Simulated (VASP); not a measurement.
## AlAs: single point with r2SCAN

The system is AlAs.

```
Al As
1.0
     0.00000    2.83893    2.83893
     2.83893    0.00000    2.83893
     2.83893    2.83893    0.00000
Al As
1 1
Cartesian
  0.0000 0.0000 0.0000
  1.4195 1.4195 1.4195
```

```json
{
  "Program": "VASP 6.6.1",
  "Task": "single point",
  "Functional": "r2SCAN",
  "Potentials or basis": "VASP PAW PBE potentials, release 64 (Al, As)",
  "Cutoff": "550 eV",
  "k mesh": "8 × 8 × 8",
  "Occupations": "gaussian, width 0.01 eV",
  "Spin": "no spin polarisation",
  "Dipole correction": "no",
  "Further INCAR settings": "ALGO = Normal; EDIFF = 1e-06; NBANDS = 11"
}
```

```yaml
Pressure: 0.0 GPa
Band_gap_on_the_k_mesh: 1.81 eV (least direct gap 2.63 eV)
```

Levels at points of the mesh, in eV from the valence-band top:
| k point | band 2 | band 3 | band 4 | band 5 | band 6 | band 7 |
| --- | --- | --- | --- | --- | --- | --- |
| (0.00, 0.00, 0.00) | 0.00 | 0.00 | 0.00 | 2.63 | 4.69 | 4.69 |
| (0.50, 0.00, 0.00) | -5.66 | -0.84 | -0.84 | 2.61 | 5.10 | 5.10 |
| (0.50, 0.50, 0.00) | -5.51 | -2.22 | -2.22 | 1.81 | 2.68 | 11.11 |

It took 79 s on 1 thread of Intel Xeon 8259CL, with other jobs on the host, peak memory 0.19 GiB.

Caveat: the PAW data sets were made with another functional, which shifts forces and pressure a little. r2SCAN opens gaps a little over a GGA but as a rule still falls short of measured ones.
